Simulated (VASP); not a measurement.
# Al2O3 (Corundum) (R-3c) in VASP: electric field gradients with PBE

Aim: the electric field gradients of Al2O3 (Corundum) with PBE.

Program: VASP 6.6.1. These are calculated values, not measurements. Logs are shortened: lines on timing, memory, paths and dates and some standing lists are left out, and cuts for length are marked.

### Step 1. The cell of the first run

It takes space group R-3c (No. 167, trigonal). The conventional cell has a = 4.760 Å, b = 4.760 Å, c = 12.996 Å, α = 90.00°, β = 90.00°, γ = 120.00°. Al (site symmetry 3) has 6 O at 1.85 to 1.97 Å within 2.5 Å. Within 2.5 Å of O (site symmetry 2) lie 4 Al at 1.85 to 1.97 Å.

### Step 2. Electric field gradients, PBE

Contents of INCAR:

```
ALGO = Normal
EDIFF = 1E-8
ENCUT = 520
GGA = PE
ISIF = 2
ISMEAR = -1
LASPH = T
LCHARG = F
LEFG = T
LREAL = F
LWAVE = F
NBANDS = 35
NELM = 80
PREC = Accurate
SIGMA = 0.02
```

Contents of KPOINTS:

```
k-points
0
Gamma
  8 8 8
```

Contents of POSCAR:

```
Al2O3
1.0
    2.3802500000      1.3742379782      4.3318666667
   -2.3802500000      1.3742379782      4.3318666667
    0.0000000000     -2.7484759565      4.3318666667
Al O
4 6
Direct
    0.3521600000      0.3521600000      0.3521600000
    0.1478400000      0.1478400000      0.1478400000
    0.6478400000      0.6478400000      0.6478400000
    0.8521600000      0.8521600000      0.8521600000
    0.5566800000      0.9433200000      0.2500000000
    0.2500000000      0.5566800000      0.9433200000
    0.9433200000      0.2500000000      0.5566800000
    0.4433200000      0.0566800000      0.7500000000
    0.7500000000      0.4433200000      0.0566800000
    0.0566800000      0.7500000000      0.4433200000
```

Potentials or basis: VASP PAW PBE potentials, release 64 (Al, O).

Run with:

```
$ cat potpaw_PBE.64/Al/POTCAR potpaw_PBE.64/O/POTCAR > POTCAR
$ mpirun -np 1 vasp_std > vasp.out
```

OUTCAR:

```text
EDIFF = 1E-8
   ENCUT = 520
   GGA = PE
   ISIF = 2
   ISMEAR = -1
   LASPH = T
   LREAL = F
   NELM = 80
   PREC = Accurate

 ion  position               nearest neighbor table
   1  0.352  0.352  0.352-   9 1.85  10 1.85   8 1.85   7 1.97   5 1.97   6 1.97   2 2.66   3 2.79
                             3 2.79   3 2.79   2 3.22   2 3.22   2 3.22
   2  0.148  0.148  0.148-  10 1.85   9 1.85   8 1.85   6 1.97   5 1.97   7 1.97   1 2.66   4 2.79
                             4 2.79   4 2.79   1 3.22   1 3.22   1 3.22
   3  0.648  0.648  0.648-   6 1.85   7 1.85   5 1.85  10 1.97   8 1.97   9 1.97   4 2.66   1 2.79
                             1 2.79   1 2.79   4 3.22   4 3.22   4 3.22
   4  0.852  0.852  0.852-   7 1.85   6 1.85   5 1.85   9 1.97   8 1.97  10 1.97   3 2.66   2 2.79
                             2 2.79   2 2.79   3 3.22   3 3.22   3 3.22
   5  0.557  0.943  0.250-   3 1.85   4 1.85   1 1.97   2 1.97
   6  0.250  0.557  0.943-   3 1.85   4 1.85   2 1.97   1 1.97
   7  0.943  0.250  0.557-   4 1.85   3 1.85   1 1.97   2 1.97
   8  0.443  0.057  0.750-   1 1.85   2 1.85   3 1.97   4 1.97
   9  0.750  0.443  0.057-   1 1.85   2 1.85   4 1.97   3 1.97
  10  0.057  0.750  0.443-   2 1.85   1 1.85   3 1.97   4 1.97

  LATTYP: Found a trigonal (rhomboedric) cell.
 ALAT       =     5.1302230849
 COS(alpha) =     0.5694707703

  Lattice vectors:

 A1 = (   2.3802500000,   1.3742379782,   4.3318666667)
 A2 = (  -2.3802500000,   1.3742379782,   4.3318666667)
 A3 = (   0.0000000000,  -2.7484759565,   4.3318666667)

Analysis of symmetry for initial positions (statically):
=====================================================================
 Subroutine PRICEL returns:
 Original cell was already a primitive cell.

 Routine SETGRP: Setting up the symmetry group for a
 trigonal (rhombohedral) supercell.

 Subroutine GETGRP returns: Found 12 space group operations
 (whereof  6 operations were pure point group operations)
 out of a pool of 12 trial point group operations.

The static configuration has the point symmetry S_6 .
 The point group associated with its full space group is D_3d.

Analysis of symmetry for dynamics (positions and initial velocities):
=====================================================================
 Subroutine PRICEL returns:
 Original cell was already a primitive cell.

 Routine SETGRP: Setting up the symmetry group for a
 trigonal (rhombohedral) supercell.

 Subroutine GETGRP returns: Found 12 space group operations
 (whereof  6 operations were pure point group operations)
 out of a pool of 12 trial point group operations.

The dynamic configuration has the point symmetry S_6 .
 The point group associated with its full space group is D_3d.

 Subroutine INISYM returns: Found 12 space group operations
 (whereof  6 operations are pure point group operations),
 and found     1 'primitive' translations

----------------------------------------------------------------------------------------

                                     Primitive cell

  volume of cell :      85.0180

  direct lattice vectors                    reciprocal lattice vectors
     2.380250000  1.374237978  4.331866667     0.210061968  0.121279334  0.076949121
    -2.380250000  1.374237978  4.331866667    -0.210061968  0.121279334  0.076949121
     0.000000000 -2.748475957  4.331866667     0.000000000 -0.242558668  0.076949121

  length of vectors
     5.130223085  5.130223085  5.130223085     0.254471756  0.254471756  0.254471756

  position of ions in fractional coordinates (direct lattice)
     0.352160000  0.352160000  0.352160000
     0.147840000  0.147840000  0.147840000
     0.647840000  0.647840000  0.647840000
     0.852160000  0.852160000  0.852160000
     0.556680000  0.943320000  0.250000000
     0.250000000  0.556680000  0.943320000
     0.943320000  0.250000000  0.556680000
     0.443320000  0.056680000  0.750000000
     0.750000000  0.443320000  0.056680000
     0.056680000  0.750000000  0.443320000

  ion indices of the primitive-cell ions
   primitive index   ion index
                 1           1
                 2           2
                 3           3
                 4           4
                 5           5
                 6           6
                 7           7
                 8           8
                 9           9
                10          10

----------------------------------------------------------------------------------------

 KPOINTS: k-points

Automatic generation of k-mesh.
 Grid dimensions read from file:
 generate k-points for:    8    8    8

 Generating k-lattice:

  Cartesian coordinates                     Fractional coordinates (reciprocal lattice)
     0.026257746  0.015159917  0.009618640     0.125000000  0.000000000  0.000000000
[... 50 lines left out ...]
   PREC   = accura    normal or accurate (medium, high low for compatibility)
   ISTART =      0    job   : 0-new  1-cont  2-samecut
   ICHARG =      2    charge: 1-file 2-atom 10-const
   ISPIN  =      1    spin polarized calculation?
   LNONCOLLINEAR =      F non collinear calculations
   LSORBIT =      F    spin-orbit coupling
   LASPH  =      T    aspherical Exc in radial PAW
   ENCUT  =  520.0 eV  38.22 Ry    6.18 a.u.   9.54  9.54  9.54*2*pi/ulx,y,z
   NELM   =     80;   NELMIN=  2; NELMDL= -5     # of ELM steps
   EDIFF  = 0.1E-07   stopping-criterion for ELM
   LREAL  =      F    real-space projection
   EDIFFG = 0.1E-06   stopping-criterion for IOM
   NSW    =      0    number of steps for IOM
   IBRION =     -1    ionic relax: 0-MD 1-quasi-New 2-CG
   NFREE  =      0    steps in history (QN), initial steepest desc. (CG)
   ISIF   =      2    stress and relaxation
   ISYM   =      2    0-nonsym 1-usesym 2-fastsym
   POTIM  = 0.5000    time-step for ionic-motion
   TEBEG  =    0.0;   TEEND  =   0.0 temperature during run
   PSTRESS=    0.0 pullay stress
   NELECT =      48.0000    total number of electrons
   NUPDOWN=      -1.0000    fix difference up-down
   EMIN   =  10.00;   EMAX   =-10.00  energy-range for DOS
   EFERMI =   0.00;   METHOD = LEGACY
   ISMEAR =    -1;   SIGMA  =   0.02  broadening in eV -4-tet -1-fermi 0-gaus
   EFERMI_NEDOS =   21; number of points for ismear=-14 and -15
   IALGO  =     38    algorithm
   IMIX   =      4    mixing-type and parameters
     AMIX     =   0.40;   BMIX     =  1.00
     AMIX_MAG =   1.60;   BMIX_MAG =  1.00
  volume/ion in A,a.u.               =       8.50        57.37
  Fermi-wavevector in a.u.,A,eV,Ry     =   1.353064  2.556920 24.909299  1.830782
  Thomas-Fermi vector in A             =   2.480350
   LORBIT       =      0    0 simple, 1 ext, 2 COOP (PROOUT), +10 PAW based schemes
   GGA     = PE    functional components
   LHFCALC =     F    Hartree Fock is set to
   AEXX    =    0.0000 exact exchange contribution
   IVDW    =     0    specifies the selected vdW correction
   LEPSILON=     F    determine dielectric tensor
   LRPA    =     F    only Hartree local field effects (RPA)
 non-spin polarized calculation
  energy-cutoff  :      520.00
  volume of cell :       85.02
 maximum number of plane-waves:      2308
 NGX is ok and might be reduce to    40
   NGX = 19   NGY = 19   NGZ = 19

 number of electron      48.0000013 magnetization

 Free energy of the ion-electron system (eV)
  ---------------------------------------------------
  ext. energy  EPLUGINS =         0.00000000
  ---------------------------------------------------
  free energy    TOTEN  =       -74.75239510 eV

  energy without entropy =      -74.75239510  energy(sigma->0) =      -74.75239510

 E-fermi :   6.5720     XC(G=0): -11.6856

 val. band max:        6.1427423768   @ k =   0.0000   0.0000   0.0000
 cond. band min:      12.3579570732   @ k =   0.0000   0.0000   0.0000
 fundamental gap:      6.2152146964
 Fermi energy:         6.5719671408

 k-point     1 :       0.0000    0.0000    0.0000
  band No.  band energies     occupation
      1     -13.1027      2.00000
      2     -10.7684      2.00000
      3     -10.4900      2.00000
      4     -10.4900      2.00000
      5     -10.1754      2.00000
      6     -10.1754      2.00000
[... 901 lines left out ...]
     34      19.4151      0.00000
     35      19.9616      0.00000

 [... further k-points ...]

------------------------ aborting loop because EDIFF is reached ----------------------------------------

  FORCE on cell =-STRESS in cart. coord.  units (eV):
  Direction    XX          YY          ZZ          XY          YZ          ZX
  --------------------------------------------------------------------------------------
  -------------------------------------------------------------------------------------
  Total        3.9312021      3.9312021      3.5947464      0.0000000     -0.0000000      0.0000000
  in kB       74.0841155     74.0841155     67.7435560      0.0000000     -0.0000000      0.0000000
  external PRESSURE =      71.9705956 kB  Pullay stress =       0.0000000 kB

 VOLUME and BASIS-vectors are now :
 -----------------------------------------------------------------------------
  energy-cutoff  :      520.00
  volume of cell :       85.02
      direct lattice vectors                 reciprocal lattice vectors
     2.380250000  1.374237978  4.331866667     0.210061968  0.121279334  0.076949121
    -2.380250000  1.374237978  4.331866667    -0.210061968  0.121279334  0.076949121
     0.000000000 -2.748475957  4.331866667     0.000000000 -0.242558668  0.076949121

 POSITION                                       TOTAL-FORCE (eV/Angst)
 -----------------------------------------------------------------------------------
      0.00000     -0.00000      4.57653        -0.000000      0.000000     -0.026802
      0.00000     -0.00000      1.92127        -0.000000     -0.000000      0.026802
      0.00000     -0.00000      8.41907        -0.000000     -0.000000      0.026802
      0.00000     -0.00000     11.07433        -0.000000      0.000000     -0.026802
     -0.92030      1.37424      7.58077        -0.025892      0.000000     -0.000000
     -0.72998     -1.48412      7.58077         0.012946     -0.022423     -0.000000
      1.65027      0.10988      7.58077         0.012946      0.022423     -0.000000
      0.92030     -1.37424      5.41483         0.025892      0.000000      0.000000
      0.72998      1.48412      5.41483        -0.012946      0.022423     -0.000000
     -1.65027     -0.10988      5.41483        -0.012946     -0.022423     -0.000000
 -----------------------------------------------------------------------------------
    total drift:                               -0.000000      0.000000     -0.000000

  FREE ENERGIE OF THE ION-ELECTRON SYSTEM (eV)
  ---------------------------------------------------
  free  energy   TOTEN  =       -74.7523951016 eV

  energy  without entropy=      -74.7523951016  energy(sigma->0) =      -74.75239510

 Electric field gradients (V/A^2)
---------------------------------------------------------------------
 ion       V_xx      V_yy      V_zz      V_xy      V_xz      V_yz
---------------------------------------------------------------------
   1      -3.167    -3.167     6.335     0.000     0.000     0.000
   2      -3.167    -3.167     6.335    -0.000    -0.000     0.000
   3      -3.167    -3.167     6.335     0.000     0.000     0.000
   4      -3.167    -3.167     6.335    -0.000    -0.000     0.000
   5       9.471    -6.188    -3.283     0.000     0.000   -32.984
   6      -2.273     5.556    -3.283    -6.781    28.565    16.492
   7      -2.273     5.556    -3.283     6.781   -28.565    16.492
   8       9.471    -6.188    -3.283    -0.000     0.000   -32.984
   9      -2.273     5.556    -3.283    -6.781    28.565    16.492
  10      -2.273     5.556    -3.283     6.781   -28.565    16.492
---------------------------------------------------------------------

 Electric field gradients after diagonalization (V/A^2)
 (convention: |V_zz| > |V_xx| > |V_yy|)
----------------------------------------------------------------------
 ion       V_xx      V_yy      V_zz     asymmetry (V_yy - V_xx)/ V_zz
----------------------------------------------------------------------
   1      -3.167    -3.167     6.335       0.000
   2      -3.167    -3.167     6.335       0.000
   3      -3.167    -3.167     6.335       0.000
   4      -3.167    -3.167     6.335       0.000
   5      28.281     9.471   -37.752       0.498
   6      28.281     9.471   -37.752       0.498
   7      28.281     9.471   -37.752       0.498
   8      28.281     9.471   -37.752       0.498
   9      28.281     9.471   -37.752       0.498
  10      28.281     9.471   -37.752       0.498
----------------------------------------------------------------------

           NMR quadrupolar parameters

 Cq : quadrupolar parameter    Cq=e*Q*V_zz/h
 eta: asymmetry parameters     (V_yy - V_xx)/ V_zz
 Q  : nuclear electric quadrupole moment in mb (millibarn)
----------------------------------------------------------------------
 ion       Cq(MHz)       eta       Q (mb)
----------------------------------------------------------------------
   1       0.015       0.000       1.000
   2       0.015       0.000       1.000
   3       0.015       0.000       1.000
   4       0.015       0.000       1.000
   5      -0.091       0.498       1.000
   6      -0.091       0.498       1.000
   7      -0.091       0.498       1.000
   8      -0.091       0.498       1.000
   9      -0.091       0.498       1.000
  10      -0.091       0.498       1.000
----------------------------------------------------------------------
```

It took 8.4 min on 1 thread of AMD EPYC, shared host; peak memory 0.28 GiB.

Results:

| Property | Result |
| --- | --- |
| Free energy | -74.7524 eV |
| Pressure | 7.2 GPa |
| Largest force | 0.027 eV/Å |
| Band gap on the k mesh | 6.22 eV, direct |

Forces in eV/Å, atoms in the order of the input:
```
Al   0.000  0.000 -0.027
Al   0.000  0.000  0.027
Al   0.000  0.000  0.027
Al   0.000  0.000 -0.027
O   -0.026  0.000  0.000
O    0.013 -0.022  0.000
O    0.013  0.022  0.000
O    0.026  0.000  0.000
O   -0.013  0.022  0.000
O   -0.013 -0.022  0.000
```

Stress tensor (GPa, compression positive):
```
7.41 0.00 0.00
0.00 7.41 0.00
0.00 0.00 6.77
```

Levels at points of the mesh, in eV from the valence-band top:
```csv
k point,band 21,band 22,band 23,band 24,band 25,band 26,band 27,band 28
"(0.00, 0.00, 0.00)",-0.50,-0.04,-0.04,0.00,6.22,9.14,10.73,11.52
"(0.50, 0.00, 0.00)",-0.91,-0.91,-0.27,-0.27,9.47,9.47,9.63,9.63
"(0.50, 0.50, 0.00)",-1.03,-0.92,-0.74,-0.26,9.64,9.72,9.93,10.40
"(0.50, 0.50, 0.50)",-0.38,-0.38,-0.38,-0.38,8.67,8.67,11.08,11.08
```

Electric field gradients, principal values (V/Å²):
| atom | least | middle | greatest (by size) |
| --- | --- | --- | --- |
| 1 Al | -3.167 | -3.167 | 6.335 |
| 2 Al | -3.167 | -3.167 | 6.335 |
| 3 Al | -3.167 | -3.167 | 6.335 |
| 4 Al | -3.167 | -3.167 | 6.335 |
| 5 O | 9.471 | 28.281 | -37.752 |
| 6 O | 9.471 | 28.281 | -37.752 |
| 7 O | 9.471 | 28.281 | -37.752 |
| 8 O | 9.471 | 28.281 | -37.752 |
| 9 O | 9.471 | 28.281 | -37.752 |
| 10 O | 9.471 | 28.281 | -37.752 |

Caveat: without QUAD_EFG the Cq values of the log hold for a quadrupole moment of 1 mb, not for the nuclei.
